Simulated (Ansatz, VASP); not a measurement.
## One calculation of C, two programs

```
CELL_PARAMETERS angstrom
1.21596 -2.14796 0.00912
1.22325 2.15217 -0.04137
-0.09419 -0.08515 7.14765
ATOMIC_POSITIONS crystal
C 0.10349 0.94562 0.74880
C 0.59081 0.41384 0.23941
C 0.92426 0.08600 0.24211
C 0.42852 0.58933 0.74862
```

Change from the starting cell: kmesh displaced: [1, 1, 1] Gamma-centred.

Alike in both runs: task single point; functional LDA; k mesh 1 × 1 × 1; occupations gaussian, width 0.1 eV; no spin polarisation.

|  | VASP | Ansatz |
| --- | --- | --- |
| version | VASP 6.6.1 | Ansatz 0.2.0 |
| potentials or method | VASP PAW LDA potentials, release 64 (C), cutoff 520 eV | scalar-relativistic, plane waves, PAW |
| valence electrons in the cell | 16 | 16 |

Ansatz gave:

| Quantity | Value |
| --- | --- |
| gap on the k mesh at the Fermi level (eV) | 4.75 |
| least direct gap on the mesh (eV) | 4.75 |
| pressure (GPa) | 19.7 |
| traceless stress, the component that is largest in VASP (GPa) | -11.80 |
| rms of the force components (eV/Å) | 2.534 |

Task: What did VASP give for the same quantities?

Result: gap on the k mesh at the Fermi level (eV): 4.74; least direct gap on the mesh (eV): 4.74; pressure (GPa): 20.4; traceless stress, the component that is largest in VASP (GPa): -12.53; rms of the force components (eV/Å): 2.536.

LDA's correlation is that of Perdew and Zunger in VASP and of Perdew and Wang (1992) in Ansatz. Atom by atom the forces differ by 0.005 eV/Å (rms over components).

The k mesh is coarse, so the values compare programs but aren't converged.
